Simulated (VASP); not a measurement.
## CsSnBr3: single point with revPBE

Crystal: CsSnBr3.

```
Cs Sn Br
1.0
     5.83901    0.00000    0.00000
     0.00000    5.83901    0.00000
     0.00000    0.00000    5.83901
Cs Sn Br
1 1 3
Direct
  0.00000 0.00000 0.00000
  0.50000 0.50000 0.50000
  0.50000 0.00000 0.50000
  0.50000 0.50000 0.00000
  0.00000 0.50000 0.50000
```

```yaml
Program: VASP 6.6.1
Task: single point
Functional: revPBE
Potentials_or_basis: VASP PAW PBE potentials, release 64 (Cs_sv, Sn_d, Br)
Cutoff: 500 eV
k_mesh: 4 × 4 × 4
Occupations: gaussian, width 0.01 eV
Spin: no spin polarisation
Dipole_correction: no
Further_INCAR_settings: ALGO = Normal; EDIFF = 1e-06; NBANDS = 30
```

```yaml
Pressure: 1.8 GPa
Band_gap_on_the_k_mesh: 0.54 eV
```

Levels at points of the mesh, in eV from the valence-band top:
```
           k point  band 18  band 19  band 20  band 21  band 22  band 23  band 24  band 25  band 26  band 27
(0.00, 0.00, 0.00)    -3.03    -3.03    -2.90    -2.90    -2.90     2.49     3.46     3.46     4.04     4.04
(0.50, 0.00, 0.00)    -3.20    -3.16    -3.02    -3.02    -2.00     1.50     3.88     4.37     4.37     4.48
(0.50, 0.50, 0.00)    -3.32    -3.28    -3.28    -2.56    -0.98     1.05     1.05     3.96     4.51     4.96
(0.50, 0.50, 0.50)    -3.32    -2.54    -2.54    -2.54     0.00     0.54     0.54     0.54     3.92     4.44
```

Wall time 2 min on 1 thread of Intel Xeon 8259CL, with other jobs on the host, peak memory 0.34 GiB.

Caveat: the PAW data sets were made with another functional, which shifts forces and pressure a little; spin-orbit coupling is left out, which moves the levels of the heavy elements. A k mesh can miss the band edges.
